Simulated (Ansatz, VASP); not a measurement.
Two plane-wave programs on Sc3B2P

Contents of INCAR:

```
SYSTEM = Sc3B2P
  PREC = Accurate
  ENCUT = 600
  EDIFF = 1E-7
  ISMEAR = 0
  SIGMA = 0.1
  LREAL = .FALSE.
  LASPH = .TRUE.
  NELM = 60
  ALGO = Normal
  ISIF = 3
  LWAVE = .FALSE.
  LCHARG = .FALSE.
  GGA = PE
  IBRION = 2
  NSW = 90
  EDIFFG = -0.04
```

KPOINTS

```
Automatic mesh
0
G
  6 6 4
  0 0 0
```

The input POSCAR:

```
Sc3B2P
1.0
    5.2229569300      0.0000000000      0.0000000000
   -2.6114784700      4.5232133900      0.0000000000
    0.0000000000      0.0000000000      3.9249926200
Sc B P
3 2 1
Direct
    0.5000000000      0.0000000000      0.5000000000
    0.5000000000      0.5000000000      0.5000000000
    0.0000000000      0.5000000000      0.5000000000
    0.6666666700      0.3333333300      0.0000000000
    0.3333333300      0.6666666700      0.0000000000
    0.0000000000      0.0000000000      0.0000000000
```

Input for Ansatz:

```yaml
crystal:
  lattice:
    - [5.22295693, 0.0, 0.0]
    - [-2.61147847, 4.52321339, 0.0]
    - [0.0, 0.0, 3.92499262]
  atoms:
    - { symbol: Sc, position: [0.5, 0.0, 0.5] }
    - { symbol: Sc, position: [0.5, 0.5, 0.5] }
    - { symbol: Sc, position: [0.0, 0.5, 0.5] }
    - { symbol: B, position: [0.66666667, 0.33333333, 0.0] }
    - { symbol: B, position: [0.33333333, 0.66666667, 0.0] }
    - { symbol: P, position: [0.0, 0.0, 0.0] }
basis:
  ecutwfc: 420
kpoints:
  mp_grid: { grid: [6, 6, 4] }
hamiltonian:
  xc: pbe
scf:
  occupations: { method: gaussian, width: 0.1 }
  lower_state_search: "off"
output:
  forces: true
  stress: true
  eigenvalues: true
relax:
  adjacent_minimum: "off"
  f_tol: 0.04
  max_steps: 70
  cell: { stress_tol: 0.4 }
```

Change from the starting cell: species swapped into the PrAl3Ni2 type (P6/mmm, No. 191).

Alike in both runs: task relaxation of cell and atoms; functional PBE; k mesh 6 × 6 × 4; occupations gaussian, width 0.1 eV; no spin polarisation.

|  | VASP | Ansatz |
| --- | --- | --- |
| version | VASP 6.6.1 | Ansatz 0.2.0 |
| potentials or method | VASP PAW PBE potentials, release 64 (Sc_sv, B, P), cutoff 600 eV | scalar-relativistic, plane waves, PAW |
| valence electrons in the cell | 44 | 44 |

Ansatz gave:

* gap on the k mesh at the Fermi level, each at its own relaxed structure (eV): none
* relaxed volume (Å³/atom): 17.76
* relaxed length of the cell vector where the two differ most in proportion (Å): 6.249

Q: What did VASP give for the same quantities?

A: gap on the k mesh at the Fermi level, each at its own relaxed structure (eV): none; relaxed volume (Å³/atom): 17.82; relaxed length of the cell vector where the two differ most in proportion (Å): 6.266.

A gap of «none» marks a metal or a gap that the smearing closes.

The k mesh is coarse, so the values compare programs but aren't converged. Noted on VASP's run: the volume moved by over 15 % at a fixed basis, so the end points are rough.
